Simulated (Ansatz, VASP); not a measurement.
Ca8CO in VASP and in Ansatz

```
Ca C O
1.0
     7.81324    0.00000    0.00000
     0.00000    7.81324    0.00000
     0.00000    0.00000   20.60939
Ca C O
8 1 1
Direct
  0.25000 0.25000 0.19409
  0.25000 0.75000 0.19409
  0.75000 0.25000 0.19409
  0.75000 0.75000 0.19409
  0.00000 0.00000 0.32070
  0.00000 0.50000 0.32070
  0.50000 0.00000 0.32070
  0.50000 0.50000 0.32070
  0.05546 0.75000 0.37504
  0.44454 0.75000 0.37504
```

Alike in both runs: task single point; functional PBE; k mesh 4 × 4 × 1; occupations gaussian, width 0.1 eV; no spin polarisation.

```csv
,VASP,Ansatz
version,VASP 6.6.1,Ansatz 0.2.0
potentials or method,"VASP PAW PBE potentials, release 64 (Ca_sv, C, O), cutoff 520 eV","scalar-relativistic, plane waves, PAW"
valence electrons in the cell,90,90
```

|  | VASP | Ansatz | Ansatz less VASP |
| --- | --- | --- | --- |
| gap on the k mesh at the Fermi level (eV) | none | none | - |
| rms of the force components (eV/Å) | 0.736 | 0.748 | +0.0121 |

Atom by atom the forces differ by 0.016 eV/Å (rms over components). A gap of «none» marks a metal or a gap that the smearing closes.
